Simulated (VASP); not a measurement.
# C (P4/mmm) in VASP: a series of runs

Runs on C. Level: PBE. Tasks: single point, relaxation of cell and atoms.

Program: VASP 6.6.1. These are calculated values, not measurements. Logs are shortened: lines on timing, memory, paths and dates and some standing lists are left out, and cuts for length are marked.

### 1 The cell of the first run

It takes space group P4/mmm (No. 123, tetragonal). Conventional cell: a = 1.687 Å, b = 1.687 Å, c = 2.013 Å, α = 90.00°, β = 90.00°, γ = 90.00°. Within 2.2 Å of C (site symmetry 4/mmm) lie 6 C at 1.69 to 2.01 Å.

The cell was built from a structure type or drawn by symmetry, and may not be a known phase.

### 2 Single point, PBE, collinear spin

File INCAR:

```
PREC = Accurate
ENCUT = 520
EDIFF = 1E-6
ISMEAR = 0
SIGMA = 0.1
LREAL = F
LASPH = T
NELM = 150
ALGO = Normal
ISIF = 2
LWAVE = F
LCHARG = F
ISPIN = 2
MAGMOM = 1
LORBIT = 11
GGA = PE
NBANDS = 12
```

File KPOINTS:

```
regular mesh
0
Gamma
  10 10 8
```

File POSCAR:

```
C
1.0
    1.6874639396      0.0000000000      0.0000000000
    0.0000000000      1.6874639396      0.0000000000
    0.0000000000      0.0000000000      2.0129885264
C
1
Direct
    0.5000000000      0.5000000000      0.0000000000
```

Potentials or basis: VASP PAW PBE potentials, release 64 (C).

The run is started by

```console
cat potpaw_PBE.64/C/POTCAR > POTCAR
mpirun -np 1 vasp_std > vasp.out
```

OUTCAR:

```text
PREC = Accurate
   ENCUT = 520
   EDIFF = 1E-6
   ISMEAR = 0
   LREAL = F
   LASPH = T
   NELM = 150
   ISIF = 2
   ISPIN = 2
   LORBIT = 11
   GGA = PE

 ion  position               nearest neighbor table
   1  0.500  0.500  0.000-

  LATTYP: Found a simple tetragonal cell.
 ALAT       =     1.6874639396
 C/A-ratio  =     1.1929075811

  Lattice vectors:

 A1 = (   1.6874639396,   0.0000000000,   0.0000000000)
 A2 = (   0.0000000000,   1.6874639396,   0.0000000000)
 A3 = (   0.0000000000,   0.0000000000,   2.0129885264)

Analysis of symmetry for initial positions (statically):
=====================================================================
 Subroutine PRICEL returns:
 Original cell was already a primitive cell.

 Routine SETGRP: Setting up the symmetry group for a
 simple tetragonal supercell.

 Subroutine GETGRP returns: Found 16 space group operations
 (whereof 16 operations were pure point group operations)
 out of a pool of 16 trial point group operations.

The static configuration has the point symmetry D_4h.

Analysis of symmetry for dynamics (positions and initial velocities):
=====================================================================
 Subroutine PRICEL returns:
 Original cell was already a primitive cell.

 Routine SETGRP: Setting up the symmetry group for a
 simple tetragonal supercell.

 Subroutine GETGRP returns: Found 16 space group operations
 (whereof 16 operations were pure point group operations)
 out of a pool of 16 trial point group operations.

The dynamic configuration has the point symmetry D_4h.

Analysis of structural, dynamic, and magnetic symmetry:
=====================================================================
 Subroutine PRICEL returns:
 Original cell was already a primitive cell.

 Routine SETGRP: Setting up the symmetry group for a
 simple tetragonal supercell.

 Subroutine GETGRP returns: Found 16 space group operations
 (whereof 16 operations were pure point group operations)
 out of a pool of 16 trial point group operations.

The overall configuration has the point symmetry D_4h.

 Subroutine INISYM returns: Found 16 space group operations
 (whereof 16 operations are pure point group operations),
 and found     1 'primitive' translations

----------------------------------------------------------------------------------------

                                     Primitive cell

  volume of cell :       5.7321

  direct lattice vectors                    reciprocal lattice vectors
     1.687463940  0.000000000  0.000000000     0.592605256  0.000000000  0.000000000
     0.000000000  1.687463940  0.000000000     0.000000000  0.592605256  0.000000000
     0.000000000  0.000000000  2.012988526     0.000000000  0.000000000  0.496773820

  length of vectors
     1.687463940  1.687463940  2.012988526     0.592605256  0.592605256  0.496773820

  position of ions in fractional coordinates (direct lattice)
     0.500000000  0.500000000  0.000000000

  ion indices of the primitive-cell ions
   primitive index   ion index
                 1           1

----------------------------------------------------------------------------------------

 KPOINTS: regular mesh

Automatic generation of k-mesh.
 Grid dimensions read from file:
 generate k-points for:   10   10    8

 Generating k-lattice:

  Cartesian coordinates                     Fractional coordinates (reciprocal lattice)
     0.059260526  0.000000000  0.000000000     0.100000000  0.000000000  0.000000000
     0.000000000  0.059260526  0.000000000     0.000000000  0.100000000  0.000000000
     0.000000000  0.000000000  0.062096728     0.000000000  0.000000000  0.125000000

  Length of vectors
     0.059260526  0.059260526  0.062096728

  Shift w.r.t. Gamma in fractional coordinates (k-lattice)
     0.000000000  0.000000000  0.000000000

 Subroutine IBZKPT returns following result:
 ===========================================

 Found    105 irreducible k-points:

 Following reciprocal coordinates:
            Coordinates               Weight
  0.000000  0.000000  0.000000      1.000000
  0.100000  0.000000  0.000000      4.000000
  0.200000  0.000000  0.000000      4.000000
  0.300000  0.000000  0.000000      4.000000
  0.400000  0.000000  0.000000      4.000000
  0.500000  0.000000  0.000000      2.000000
[... 16 lines left out ...]
  0.100000  0.000000  0.125000      8.000000
  0.200000  0.000000  0.125000      8.000000
 [... further k-points ...]
   k-points           NKPTS =    105   k-points in BZ     NKDIM =    105   number of bands    NBANDS=     12
   number of dos      NEDOS =    301   number of ions     NIONS =      1
   total plane-waves  NPLWV =   3136
   dimension x,y,z NGX =    14 NGY =   14 NGZ =   16
   dimension x,y,z NGXF=    28 NGYF=   28 NGZF=   32
   ions per type =               1
   NGX,Y,Z   is equivalent  to a cutoff of  13.79, 13.79, 13.21 a.u.
   NGXF,Y,Z  is equivalent  to a cutoff of  27.59, 27.59, 26.43 a.u.
 SYSTEM =  unknown system
   PREC   = accura    normal or accurate (medium, high low for compatibility)
   ISTART =      0    job   : 0-new  1-cont  2-samecut
   ICHARG =      2    charge: 1-file 2-atom 10-const
   ISPIN  =      2    spin polarized calculation?
   LNONCOLLINEAR =      F non collinear calculations
   LSORBIT =      F    spin-orbit coupling
   LASPH  =      T    aspherical Exc in radial PAW
   ENCUT  =  520.0 eV  38.22 Ry    6.18 a.u.   3.14  3.14  3.74*2*pi/ulx,y,z
   NELM   =    150;   NELMIN=  2; NELMDL= -5     # of ELM steps
   EDIFF  = 0.1E-05   stopping-criterion for ELM
   LREAL  =      F    real-space projection
   EDIFFG = 0.1E-04   stopping-criterion for IOM
   NSW    =      0    number of steps for IOM
   IBRION =     -1    ionic relax: 0-MD 1-quasi-New 2-CG
   NFREE  =      0    steps in history (QN), initial steepest desc. (CG)
   ISIF   =      2    stress and relaxation
   ISYM   =      2    0-nonsym 1-usesym 2-fastsym
   POTIM  = 0.5000    time-step for ionic-motion
   TEBEG  =    0.0;   TEEND  =   0.0 temperature during run
   PSTRESS=    0.0 pullay stress
   NELECT =       4.0000    total number of electrons
   NUPDOWN=      -1.0000    fix difference up-down
   EMIN   =  10.00;   EMAX   =-10.00  energy-range for DOS
   EFERMI =   0.00;   METHOD = LEGACY
   ISMEAR =     0;   SIGMA  =   0.10  broadening in eV -4-tet -1-fermi 0-gaus
   EFERMI_NEDOS =   21; number of points for ismear=-14 and -15
   IALGO  =     38    algorithm
   IMIX   =      4    mixing-type and parameters
     AMIX     =   0.40;   BMIX     =  1.00
     AMIX_MAG =   1.60;   BMIX_MAG =  1.00
  volume/ion in A,a.u.               =       5.73        38.68
  Fermi-wavevector in a.u.,A,eV,Ry     =   1.452083  2.744039 28.688491  2.108545
  Thomas-Fermi vector in A             =   2.569506
   LORBIT       =     11    0 simple, 1 ext, 2 COOP (PROOUT), +10 PAW based schemes
   GGA     = PE    functional components
   LHFCALC =     F    Hartree Fock is set to
   AEXX    =    0.0000 exact exchange contribution
   IVDW    =     0    specifies the selected vdW correction
   LEPSILON=     F    determine dielectric tensor
   LRPA    =     F    only Hartree local field effects (RPA)
 spin polarized calculation
 Gauss-broadening in eV      SIGMA  =   0.10
  energy-cutoff  :      520.00
  volume of cell :        5.73
 maximum number of plane-waves:       168
 NGX is ok and might be reduce to    14

 number of electron       4.0000000 magnetization      -0.0000611

 number of electron       4.0000000 magnetization       0.0006653

 Free energy of the ion-electron system (eV)
  ---------------------------------------------------
  ext. energy  EPLUGINS =         0.00000000
  ---------------------------------------------------
  free energy    TOTEN  =        -6.51796151 eV

  energy without entropy =       -6.51606889  energy(sigma->0) =       -6.51701520

 E-fermi :   9.8925     XC(G=0): -13.6405

 val. band max:        9.8223435753   @ k =   0.4000   0.2000   0.3750
 cond. band min:       9.8949646665   @ k =   0.3000   0.2000   0.1250
 fundamental gap:      0.0726210912
 Fermi energy:         9.8924915965

 spin component 1

 k-point     1 :       0.0000    0.0000    0.0000
  band No.  band energies     occupation
      1     -11.4543      1.00000
      2      13.5008      0.00000
      3      22.7807      0.00000
      4      22.7807      0.00000
      5      28.2590      0.00000
      6      39.8797      0.00000
      7      45.5174      0.00000
      8      61.3557      0.00000
      9      68.0211      0.00000
     10      68.0211      0.00000
     11      74.2211      0.00000
     12      74.2211      0.00000
[... 331 lines left out ...]
 k-point    24 :       0.2000    0.0000    0.1250
  band No.  band energies     occupation
      1      -9.2894      1.00000
      2      11.8677      0.00000
      3      15.2497      0.00000
      4      24.0860      0.00000
      5      32.9535      0.00000
      6      43.4683      0.00000
      7      47.3358      0.00000
      8      53.6841      0.00000
      9      63.4330      0.00000
     10      64.0624      0.00000
     11      71.3942      0.00000
     12      72.8620      0.00000

 [... further k-points ...]

 spin component 2

 k-point     1 :       0.0000    0.0000    0.0000
  band No.  band energies     occupation
      1     -11.4533      1.00000
      2      13.5017      0.00000
      3      22.7818      0.00000
      4      22.7818      0.00000
      5      28.2601      0.00000
      6      39.8807      0.00000
      7      45.5185      0.00000
      8      61.3570      0.00000
      9      68.0224      0.00000
     10      68.0224      0.00000
     11      74.2220      0.00000
     12      74.2220      0.00000
[... 331 lines left out ...]
 k-point    24 :       0.2000    0.0000    0.1250
  band No.  band energies     occupation
      1      -9.2884      1.00000
      2      11.8686      0.00000
      3      15.2508      0.00000
      4      24.0872      0.00000
      5      32.9547      0.00000
      6      43.4693      0.00000
      7      47.3369      0.00000
      8      53.6853      0.00000
      9      63.4341      0.00000
     10      64.0636      0.00000
     11      71.3951      0.00000
     12      72.8630      0.00000

 [... further k-points ...]

------------------------ aborting loop because EDIFF is reached ----------------------------------------

  FORCE on cell =-STRESS in cart. coord.  units (eV):
  Direction    XX          YY          ZZ          XY          YZ          ZX
  --------------------------------------------------------------------------------------
  -------------------------------------------------------------------------------------
  Total        0.2990678      0.2990678     -0.1873175      0.0000000      0.0000000      0.0000000
  in kB       83.5930037     83.5930037    -52.3574762      0.0000000      0.0000000      0.0000000
  external PRESSURE =      38.2761771 kB  Pullay stress =       0.0000000 kB

 VOLUME and BASIS-vectors are now :
 -----------------------------------------------------------------------------
  energy-cutoff  :      520.00
  volume of cell :        5.73
      direct lattice vectors                 reciprocal lattice vectors
     1.687463940  0.000000000  0.000000000     0.592605256  0.000000000  0.000000000
     0.000000000  1.687463940  0.000000000     0.000000000  0.592605256  0.000000000
     0.000000000  0.000000000  2.012988526     0.000000000  0.000000000  0.496773820

 POSITION                                       TOTAL-FORCE (eV/Angst)
 -----------------------------------------------------------------------------------
      0.84373      0.84373      0.00000         0.000000      0.000000      0.000000
 -----------------------------------------------------------------------------------
    total drift:                                0.000000      0.000000      0.000000

  FREE ENERGIE OF THE ION-ELECTRON SYSTEM (eV)
  ---------------------------------------------------
  free  energy   TOTEN  =        -6.5179615091 eV

  energy  without entropy=       -6.5160688905  energy(sigma->0) =       -6.51701520

 total charge

# of ion       s       p       d       tot
------------------------------------------
    1        0.885   1.433   0.000   2.318

 magnetization (x)

# of ion       s       p       d       tot
------------------------------------------
    1        0.000   0.000   0.000   0.000
```

Run time: 21 s. Hardware: 1 thread of Intel Xeon 8259CL, shared host; peak memory 0.12 GiB.

What came out:

- Free energy: -6.5180 eV
- Pressure: 3.8 GPa
- Band gap on the k mesh: zero (filled and empty bands overlap)
- Net moment: 0.00 μB per cell
- Valence electrons inside the program's atomic spheres: C 2.32

Stress tensor (GPa, compression positive):
```
 8.36  0.00  0.00
 0.00  8.36  0.00
 0.00  0.00 -5.24
```

Levels at points of the mesh, in eV from the Fermi level:
Spin up:
```tsv
k point	band 1	band 2	band 3	band 4	band 5	band 6	band 7
(0.00, 0.00, 0.00)	-21.35	3.61	12.89	12.89	18.37	29.99	35.62
(0.50, 0.00, 0.00)	-11.40	-10.20	8.64	16.66	26.57	29.76	31.03
(0.50, 0.50, 0.00)	-4.41	-4.41	1.79	10.47	12.70	37.49	37.49
(0.00, 0.00, 0.50)	-15.47	-11.54	14.39	14.39	30.99	34.55	43.65
(0.50, 0.00, 0.50)	-7.92	-4.07	-3.64	8.39	17.75	42.07	43.97
(0.50, 0.50, 0.50)	-1.78	-1.78	2.87	9.03	16.45	19.28	19.28
```
Spin down:
```
           k point  band 1  band 2  band 3  band 4  band 5
(0.00, 0.00, 0.00)  -21.35    3.61   12.89   12.89   18.37
(0.50, 0.00, 0.00)  -11.40  -10.20    8.64   16.67   26.57
(0.50, 0.50, 0.00)   -4.41   -4.41    1.79   10.47   12.70
(0.00, 0.00, 0.50)  -15.47  -11.54   14.39   14.39   30.99
(0.50, 0.00, 0.50)   -7.92   -4.06   -3.64    8.39   17.75
(0.50, 0.50, 0.50)   -1.78   -1.78    2.87    9.03   16.45
```

Caveat: the k points lie up to 0.39 Å⁻¹ apart, too coarse for converged energies and pressures of a metal.

### 3 Single point, PBE

This run uses another cell than the first one: it holds 2 atoms, not 1.

File INCAR:

```
PREC = Accurate ; ENCUT = 520
EDIFF = 1E-6 ; ISMEAR = 0
SIGMA = 0.1 ; LREAL = F
LASPH = T ; NELM = 80
ALGO = Normal ; ISIF = 2
LWAVE = F ; LCHARG = F
GGA = PE ; NBANDS = 11
```

File KPOINTS:

```
regular mesh
0
Gamma
  10 8 10
```

File POSCAR:

```
C
1.0
    2.3863791105      0.0000000000      0.0000000000
    0.0000000000      2.3864896670      0.0000000000
    0.0000000000      0.0000000000      2.0129885264
C
2
Direct
    0.5000000000      0.0000000000      1.0000038624
    0.0000000000      0.5000000000     -0.0000038624
```

Potentials or basis: VASP PAW PBE potentials, release 64 (C).

The run is started by

```console
cat potpaw_PBE.64/C/POTCAR > POTCAR
mpirun -np 1 vasp_std > vasp.out
```

OUTCAR:

```text
PREC = Accurate
   ENCUT = 520
   EDIFF = 1E-6
   ISMEAR = 0
   LREAL = F
   LASPH = T
   NELM = 80
   ISIF = 2
   GGA = PE

 ion  position               nearest neighbor table
   1  0.500  0.000  0.000-   2 1.69   2 1.69   2 1.69   2 1.69
   2  0.000  0.500  1.000-   1 1.69   1 1.69   1 1.69   1 1.69

  LATTYP: Found a simple orthorhombic cell.
 ALAT       =     2.0129885264
 B/A-ratio  =     1.1854906668
 C/A-ratio  =     1.1855455884

  Lattice vectors:

[... 523 lines left out ...]

 [... further k-points ...]

------------------------ aborting loop because EDIFF is reached ----------------------------------------

  FORCE on cell =-STRESS in cart. coord.  units (eV):
  Direction    XX          YY          ZZ          XY          YZ          ZX
  --------------------------------------------------------------------------------------
  -------------------------------------------------------------------------------------
  Total        0.0379776      0.0164207     -0.0060881      0.0000000      0.0000000      0.0000000
  in kB        5.3075884      2.2948914     -0.8508417      0.0000000      0.0000000      0.0000000
  external PRESSURE =       2.2505460 kB  Pullay stress =       0.0000000 kB

 VOLUME and BASIS-vectors are now :
 -----------------------------------------------------------------------------
  energy-cutoff  :      520.00
  volume of cell :       11.46
      direct lattice vectors                 reciprocal lattice vectors
     2.386379111  0.000000000  0.000000000     0.419044902  0.000000000  0.000000000
     0.000000000  2.386489667  0.000000000     0.000000000  0.419025489  0.000000000
     0.000000000  0.000000000  2.012988526     0.000000000  0.000000000  0.496773820

 POSITION                                       TOTAL-FORCE (eV/Angst)
 -----------------------------------------------------------------------------------
      1.19319      0.00000      0.00001         0.000000      0.000000     -0.000209
      0.00000      1.19324      2.01298         0.000000      0.000000      0.000209
 -----------------------------------------------------------------------------------
    total drift:                                0.000000      0.000000      0.000000

  FREE ENERGIE OF THE ION-ELECTRON SYSTEM (eV)
  ---------------------------------------------------
  free  energy   TOTEN  =       -13.0165036392 eV

  energy  without entropy=      -13.0133773089  energy(sigma->0) =      -13.01494047
```

OSZICAR:

```text
N       E                     dE             d eps       ncg     rms          rms(c)
DAV:   1     0.371332654317E+01    0.37133E+01   -0.46480E+03  4147   0.692E+02
DAV:   2    -0.127442919994E+02   -0.16458E+02   -0.15478E+02  5215   0.114E+02
DAV:   3    -0.131131613307E+02   -0.36887E+00   -0.36612E+00  4598   0.125E+01
DAV:   4    -0.131137276807E+02   -0.56635E-03   -0.56632E-03  4434   0.599E-01
DAV:   5    -0.131137282448E+02   -0.56413E-06   -0.56418E-06  4669   0.172E-02    0.320E+00
DAV:   6    -0.130349523861E+02    0.78776E-01   -0.52140E-02  4305   0.152E+00    0.188E+00
DAV:   7    -0.130156612128E+02    0.19291E-01   -0.63789E-02  4365   0.171E+00    0.374E-01
DAV:   8    -0.130164974525E+02   -0.83624E-03   -0.16484E-03  4275   0.323E-01    0.491E-02
DAV:   9    -0.130164992083E+02   -0.17558E-05   -0.93933E-06  4557   0.256E-02    0.166E-02
DAV:  10    -0.130165038627E+02   -0.46544E-05   -0.29665E-06  4263   0.152E-02    0.354E-03
DAV:  11    -0.130165036392E+02    0.22356E-06   -0.27809E-08  2424   0.124E-03
   1 F= -.13016504E+02 E0= -.13014940E+02  d E =-.312633E-02
```

stdout:

```text
POSCAR found type information on POSCAR C
 POSCAR found :  1 types and       2 ions
 scaLAPACK will be used
 LDA part: xc-table for (Slater+PW92), standard interpolation
 POSCAR, INCAR and KPOINTS ok, starting setup
 FFT: planning ... GRIDC
 FFT: planning ... GRID_SOFT
 FFT: planning ... GRID
 WAVECAR not read
 entering main loop
```

It took 22 s on 1 thread of Intel Xeon 8259CL, shared host; peak memory 0.12 GiB.

What came out:

```yaml
Free_energy: -13.0165 eV
Pressure: 0.2 GPa
Band_gap_on_the_k_mesh: zero (bands 4 and 5 overlap by 8.52 eV)
```

### 4 Single point, PBE

This run uses another cell than the first one, of 5.81 Å³/atom.

File INCAR:

```
SYSTEM = C
  PREC = Accurate
  ENCUT = 520
  EDIFF = 1E-7
  ISMEAR = 0
  SIGMA = 0.1
  LREAL = .FALSE.
  LASPH = .TRUE.
  NELM = 60
  ALGO = Normal
  ISIF = 2
  LWAVE = .FALSE.
  LCHARG = .FALSE.
  GGA = PE
  NBANDS = 8
```

File KPOINTS:

```
Automatic mesh
0
G
  32 32 28
  0 0 0
```

File POSCAR:

```
C
1.0
    1.6843936199      0.0000000000      0.0000000000
    0.0000000000      1.6843936199      0.0000000000
    0.0000000000      0.0000000000      2.0493617929
C
1
Direct
    0.5000000000      0.5000000000      0.0000000000
```

The run is started by

```console
cat potpaw_PBE.64/C/POTCAR > POTCAR
mpirun -np 1 vasp_std > vasp.out
```

It took 1.7 min on 1 thread of Intel Xeon 8259CL, shared host; peak memory 0.19 GiB.

Results (log left out):

```
Free energy            : -6.5069 eV
Pressure               : 0.2 GPa
Band gap on the k mesh : zero (bands 2 and 3 overlap by 8.63 eV)
```

Stress tensor (GPa, compression positive):
```
0.32 0.00 0.00
0.00 0.32 0.00
0.00 0.00 0.03
```

Levels at points of the mesh, in eV from the Fermi level:
```tsv
k point	band 1	band 2	band 3	band 4	band 5	band 6
(0.00, 0.00, 0.00)	-21.60	2.56	12.65	12.65	17.03	29.85
(0.50, 0.00, 0.00)	-11.70	-10.38	7.75	16.44	25.52	28.61
(0.50, 0.50, 0.00)	-4.69	-4.69	1.72	10.24	11.92	36.47
(0.00, 0.00, 0.50)	-16.15	-11.79	13.99	13.99	30.20	34.06
(0.50, 0.00, 0.50)	-8.51	-4.69	-3.78	8.02	17.39	40.97
(0.50, 0.50, 0.50)	-2.31	-2.31	2.81	8.45	15.84	19.01
```

(Part 1 of 2 ends here.)
